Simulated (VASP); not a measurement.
# C: single point with PBE

Crystal: C.

```
CELL_PARAMETERS angstrom
0.00000 1.82985 1.82985
1.82985 0.00000 1.82985
1.82985 1.82985 0.00000
ATOMIC_POSITIONS crystal
C 0.00000 0.00000 0.00000
C 0.25000 0.25000 0.25000
```

* Program: VASP 6.6.1
* Task: single point
* Functional: PBE
* Potentials or basis: VASP PAW PBE potentials, release 64 (C)
* Cutoff: 600 eV
* k mesh: 6 × 6 × 6
* Occupations: gaussian, width 0.01 eV
* Spin: no spin polarisation
* Dipole correction: no
* Further INCAR settings: ALGO = Normal; EDIFF = 1e-06; NBANDS = 11

| Quantity | Value |
| --- | --- |
| Pressure | -27.7 GPa |
| Band gap on the k mesh | 3.98 eV, indirect (least direct gap 5.38 eV) |

Levels at points of the mesh, in eV from the valence-band top:
```tsv
k point	band 1	band 2	band 3	band 4	band 5	band 6	band 7	band 8
(0.00, 0.00, 0.00)	-20.47	0.00	0.00	0.00	5.38	5.38	5.38	11.61
(0.50, 0.00, 0.00)	-15.12	-12.55	-2.61	-2.61	7.83	8.13	8.13	14.97
(0.50, 0.50, 0.00)	-12.24	-12.24	-5.85	-5.85	4.59	4.59	15.66	15.66
```

Run time: 2.5 s on 1 thread of AMD EPYC 9R45 96-Core Processor (Zen 5), with other jobs on the host, peak memory 0.09 GiB.

Caveat: the k points lie up to 0.50 Å⁻¹ apart. Expect the measured gap to be larger: semilocal functionals such as PBE lack the derivative discontinuity.
